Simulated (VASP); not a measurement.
# Pt in VASP: a series of runs

Pt is run at these levels: PBEsol; tasks: relaxation of the atoms.

Everything below comes from runs of VASP 6.6.1. Logs are shortened: lines on timing, memory, paths and dates and some standing lists are left out, and cuts for length are marked.

## Step 1: The cell of the first run

The cell holds a slab with vacuum, 5 atoms: a = 2.771 Å, b = 2.771 Å, c = 25.051 Å, α = 90.00°, β = 90.00°, γ = 120.00°.

## Step 2: Relaxation of the atoms, PBEsol

Contents of INCAR:

```
  PREC = Accurate
  ENCUT = 520
  EDIFF = 1E-6
  ISMEAR = -1
  SIGMA = 0.08
  LREAL = F
  LASPH = T
  NELM = 100
  ALGO = Normal
  ISIF = 2
  LWAVE = F
  LCHARG = F
  LDIPOL = T
  IDIPOL = 3
  DIPOL = 0.5 0.5 0.500
  GGA = PS
  IBRION = 2
  NSW = 60
  EDIFFG = -0.01
  LUSENCCL = F
```

Contents of KPOINTS:

```
Automatic mesh
0
Gamma
  17 17 1
```

Contents of POSCAR:

```
Pt
1.0
    2.7712080012      0.0000000000      0.0000000000
   -1.3856040006      2.3999365282      0.0000000000
    0.0000000000      0.0000000000     25.0507000000
Pt
5
Direct
    0.8333333330      0.1666666670      0.3193518061
    0.1666666670      0.8333333330      0.4096759028
    0.5000000000      0.5000000000      0.5000000000
    0.8333333330      0.1666666670      0.5903240972
    0.1666666670      0.8333333330      0.6806481939
```

Potentials or basis: VASP PAW PBE potentials, release 64 (Pt).

Launch:

```bash
cat potpaw_PBE.64/Pt/POTCAR > POTCAR
mpirun -np 1 vasp_std > vasp.out
```

OUTCAR:

```text
PREC = Accurate
   ENCUT = 520
   EDIFF = 1E-6
   ISMEAR = -1
   LREAL = F
   LASPH = T
   NELM = 100
   ISIF = 2
   GGA = PS
   IBRION = 2
   NSW = 60
   EDIFFG = -0.01

 ion  position               nearest neighbor table
   1  0.833  0.167  0.319-   2 2.77   2 2.77   2 2.77
   2  0.167  0.833  0.410-   1 2.77   1 2.77   1 2.77   3 2.77   3 2.77   3 2.77
   3  0.500  0.500  0.500-   2 2.77   4 2.77   4 2.77   2 2.77   2 2.77   4 2.77
   4  0.833  0.167  0.590-   5 2.77   5 2.77   5 2.77   3 2.77   3 2.77   3 2.77
   5  0.167  0.833  0.681-   4 2.77   4 2.77   4 2.77

  LATTYP: Found a hexagonal cell.
 ALAT       =     2.7712080012
 C/A-ratio  =     9.0396318101

  Lattice vectors:

 A1 = (   2.7712080012,   0.0000000000,   0.0000000000)
 A2 = (  -1.3856040006,   2.3999365282,   0.0000000000)
 A3 = (   0.0000000000,   0.0000000000,  25.0507000000)

Analysis of symmetry for initial positions (statically):
=====================================================================
 Subroutine PRICEL returns:
 Original cell was already a primitive cell.

 Routine SETGRP: Setting up the symmetry group for a
 hexagonal supercell.

 Subroutine GETGRP returns: Found 12 space group operations
 (whereof  4 operations were pure point group operations)
 out of a pool of 24 trial point group operations.

The static configuration has the point symmetry C_2h.
 The point group associated with its full space group is D_3d.

Analysis of symmetry for dynamics (positions and initial velocities):
=====================================================================
 Subroutine PRICEL returns:
 Original cell was already a primitive cell.

 Routine SETGRP: Setting up the symmetry group for a
 hexagonal supercell.

 Subroutine GETGRP returns: Found 12 space group operations
 (whereof  4 operations were pure point group operations)
 out of a pool of 24 trial point group operations.

The dynamic configuration has the point symmetry C_2h.
 The point group associated with its full space group is D_3d.

 Subroutine INISYM returns: Found 12 space group operations
 (whereof  4 operations are pure point group operations),
 and found     1 'primitive' translations

----------------------------------------------------------------------------------------

                                     Primitive cell
[... 133 lines left out ...]
 NGX is ok and might be reduce to    24
   NGX = 11   NGY = 11   NGZ = 93

--------------------------------------- Ionic step        1  -------------------------------------------

 number of electron      50.0000003 magnetization

 Free energy of the ion-electron system (eV)
  ---------------------------------------------------
  ext. energy  EPLUGINS =         0.00000000
  ---------------------------------------------------
  free energy    TOTEN  =       -33.38766996 eV

  energy without entropy =      -33.18614944  energy(sigma->0) =      -33.28690970

------------------------ aborting loop because EDIFF is reached ----------------------------------------

  FORCE on cell =-STRESS in cart. coord.  units (eV):
  Direction    XX          YY          ZZ          XY          YZ          ZX
  --------------------------------------------------------------------------------------
  -------------------------------------------------------------------------------------
  Total       -4.7147117     -4.7147117     -0.4528488      0.0000000      0.0000000     -0.0000000
  in kB      -45.3395260    -45.3395260     -4.3548691      0.0000000      0.0000000     -0.0000000
  external PRESSURE =     -31.6779737 kB  Pullay stress =       0.0000000 kB
[... 221 lines left out ...]
--------------------------------------- Ionic step        7  -------------------------------------------

 number of electron      50.0000005 magnetization

 dipolmoment           0.000000      0.000000     -0.000000 electrons x Angstroem

------------------------ aborting loop because EDIFF is reached ----------------------------------------

  FORCE on cell =-STRESS in cart. coord.  units (eV):
  Direction    XX          YY          ZZ          XY          YZ          ZX
  --------------------------------------------------------------------------------------
  -------------------------------------------------------------------------------------
  Total       -4.2661148     -4.2661148      0.1738158      0.0000000      0.0000000      0.0000000
  in kB      -41.0255462    -41.0255462      1.6715179      0.0000000      0.0000000      0.0000000
  external PRESSURE =     -26.7931915 kB  Pullay stress =       0.0000000 kB
[... 26 lines left out ...]
--------------------------------------- Ionic step        8  -------------------------------------------

 number of electron      50.0000004 magnetization

 dipolmoment           0.000000      0.000000      0.000000 electrons x Angstroem

 Free energy of the ion-electron system (eV)
  ---------------------------------------------------
  ext. energy  EPLUGINS =         0.00000000
  ---------------------------------------------------
  free energy    TOTEN  =       -33.39225918 eV

  energy without entropy =      -33.19324112  energy(sigma->0) =      -33.29275015

 E-fermi :   1.8105     XC(G=0):  -6.8606

 val. band max:        1.7998445448   @ k =   0.2941   0.1765   0.0000
 cond. band min:       1.8161244834   @ k =   0.4118   0.0588   0.0000
 fundamental gap:      0.0162799387
 Fermi energy:         1.8105102654

 k-point     1 :       0.0000    0.0000    0.0000
  band No.  band energies     occupation
      1      -8.1982      2.00000
      2      -7.1260      2.00000
      3      -6.0524      2.00000
      4      -5.4061      2.00000
      5      -5.3418      2.00000
      6      -2.1783      2.00000
[... 781 lines left out ...]
     29       3.5772      0.00000
     30       5.4822      0.00000

 [... further k-points ...]

------------------------ aborting loop because EDIFF is reached ----------------------------------------

 vacuum level on the upper side and lower side of the slab       (xc-potential included)        -0.044        -0.044

  FORCE on cell =-STRESS in cart. coord.  units (eV):
  Direction    XX          YY          ZZ          XY          YZ          ZX
  --------------------------------------------------------------------------------------
  -------------------------------------------------------------------------------------
  Total       -4.4245938     -4.4245938     -0.0791320      0.0000000     -0.0000000     -0.0000000
  in kB      -42.5495766    -42.5495766     -0.7609808      0.0000000     -0.0000000     -0.0000000
  external PRESSURE =     -28.6200447 kB  Pullay stress =       0.0000000 kB
[... 20 lines left out ...]
  FREE ENERGIE OF THE ION-ELECTRON SYSTEM (eV)
  ---------------------------------------------------
  free  energy   TOTEN  =       -33.3922591841 eV

  energy  without entropy=      -33.1932411175  energy(sigma->0) =      -33.29275015

 reached required accuracy - stopping structural energy minimisation

 vacuum level on the upper side and lower side of the slab         7.547         7.547
```

CONTCAR:

```text
Pt
    1.000000000000000
     2.7712080012000002    0.0000000000000000    0.0000000000000000
    -1.3856040006000001    2.3999365282000000    0.0000000000000000
     0.0000000000000000    0.0000000000000000   25.0506999999999991
  Pt
     5
Direct
     0.8333333329999988    0.1666666670000012    0.3198622399151346
     0.1666666670000012    0.8333333329999988    0.4106299121356058
     0.5000000000000000    0.5000000000000000    0.5000000000000000
     0.8333333329999988    0.1666666670000012    0.5893700878643940
     0.1666666670000012    0.8333333329999988    0.6801377600848653

  0.00000000E+00  0.00000000E+00  0.00000000E+00
  0.00000000E+00  0.00000000E+00  0.00000000E+00
  0.00000000E+00  0.00000000E+00  0.00000000E+00
  0.00000000E+00  0.00000000E+00  0.00000000E+00
  0.00000000E+00  0.00000000E+00  0.00000000E+00
```

It took 9.9 min on 1 × NVIDIA H100 80GB with 1 thread of Intel Xeon Platinum 8481C at 2.70GHz (Sapphire Rapids), shared host; peak memory 1.3 GiB.

What came out:

```
Free energy                  : -33.3923 eV
Energy gained by relaxing    : 0.9 meV/atom
Ionic steps                  : 8
Largest force after relaxing : 0.004 eV/Å
Band gap on the k mesh       : zero (bands 25 and 26 overlap by 1.54 eV)
```

Forces in eV/Å, atoms in the order of the input:
```
Pt   0.000  0.000  0.004
Pt   0.000  0.000 -0.002
Pt   0.000  0.000  0.000
Pt   0.000  0.000  0.002
Pt   0.000  0.000 -0.004
```

Step by step:
```
step  energy change (eV)  largest force (eV/Å)  pressure (GPa)
   1              0.0000                0.2277           -3.17
   2             -0.0033                0.0589           -3.23
   3             -0.0035                0.0505           -3.25
   4             -0.0035                0.0529           -3.25
   5             -0.0038                0.0450           -3.19
   6             -0.0044                0.0229           -3.02
   7             -0.0044                0.0211           -2.68
   8             -0.0046                0.0041           -2.86
```

Final structure:
```
Pt
1.0
     2.77121    0.00000    0.00000
    -1.38560    2.39994    0.00000
     0.00000    0.00000   25.05070
Pt
5
Direct
  0.83333 0.16667 0.31986
  0.16667 0.83333 0.41063
  0.50000 0.50000 0.50000
  0.83333 0.16667 0.58937
  0.16667 0.83333 0.68014
```

Caveat: the highest band is partly filled, so the run has too few bands; the PAW data sets were made with another functional, which shifts forces and pressure a little; spin-orbit coupling is left out, which moves the levels of the heavy elements.

## Step 3: Relaxation of the atoms, PBEsol

Contents of INCAR:

```
  ALGO = Normal
  DIPOL = 0.5 0.5 0.500
  EDIFF = 1E-6
  EDIFFG = -0.01
  ENCUT = 520
  GGA = PS
  IBRION = 2
  IDIPOL = 3
  ISIF = 2
  ISMEAR = -1
  LASPH = True
  LCHARG = False
  LDIPOL = True
  LREAL = False
  LUSENCCL = False
  LWAVE = False
  NELM = 100
  NSW = 32
  PREC = Accurate
  SIGMA = 0.08
```

Contents of KPOINTS:

```
k-points
0
Gamma
  17 17 1
```

Contents of POSCAR:

```
Pt
1.0
    2.7712080012      0.0000000000      0.0000000000
   -1.3856040006      2.3999365282      0.0000000000
    0.0000000000      0.0000000000     25.0507000000
Pt
5
Direct
    0.8333333333      0.1666666667      0.3196509584
    0.1666666667      0.8333333333      0.4105097613
    0.5000000000      0.5000000000      0.5000000193
    0.8333333333      0.1666666667      0.5894902467
    0.1666666667      0.8333333333      0.6803490143
```

Potentials or basis: VASP PAW PBE potentials, release 64 (Pt).

Launch:

```bash
cat potpaw_PBE.64/Pt/POTCAR > POTCAR
mpirun -np 1 vasp_std > vasp.out
```

Wall time 6.3 min (1 × NVIDIA H100 80GB with 1 thread of Intel Xeon Platinum 8481C at 2.70GHz (Sapphire Rapids), shared host); peak memory 1.3 GiB.

The run converged. Its results:

```
Free energy                  : -33.3923 eV
Energy gained by relaxing    : 0.0 meV/atom
Ionic steps                  : 5
Largest force after relaxing : 0.004 eV/Å
Band gap on the k mesh       : zero (bands 25 and 26 overlap by 1.54 eV)
```

Forces in eV/Å, atoms in the order of the input:
```
Pt   0.000  0.000  0.001
Pt   0.000  0.000 -0.004
Pt   0.000  0.000  0.000
Pt   0.000  0.000  0.004
Pt   0.000  0.000 -0.001
```

Step by step:
| step | energy change (eV) | largest force (eV/Å) | pressure (GPa) |
| --- | --- | --- | --- |
| 1 | 0.0000 | 0.0191 | -2.98 |
| 2 | 0.0000 | 0.0142 | -2.96 |
| 3 | -0.0001 | 0.0200 | -2.90 |
| 4 | -0.0001 | 0.0143 | -2.88 |
| 5 | -0.0001 | 0.0042 | -2.84 |

Final structure:
```xyz
5
Lattice="2.7712 0.0000 0.0000 -1.3856 2.3999 0.0000 0.0000 0.0000 25.0507" Properties=species:S:1:pos:R:3 pbc="T T T"
Pt    2.0784    0.4000    8.0136
Pt   -0.6928    1.9999   10.2871
Pt    0.6928    1.2000   12.5253
Pt    2.0784    0.4000   14.7636
Pt   -0.6928    1.9999   17.0371
```

Levels at points of the mesh, in eV from the Fermi level:
```csv
k point,band 22,band 23,band 24,band 25,band 26,band 27,band 28,band 29
"(0.00, 0.00, 0.00)",-1.49,-1.49,-0.99,-0.99,-0.34,-0.34,-0.22,0.01
```

Caveat: the highest band is partly filled, so the run has too few bands; the PAW data sets were made with another functional, which shifts forces and pressure a little; spin-orbit coupling is left out, which moves the levels of the heavy elements.
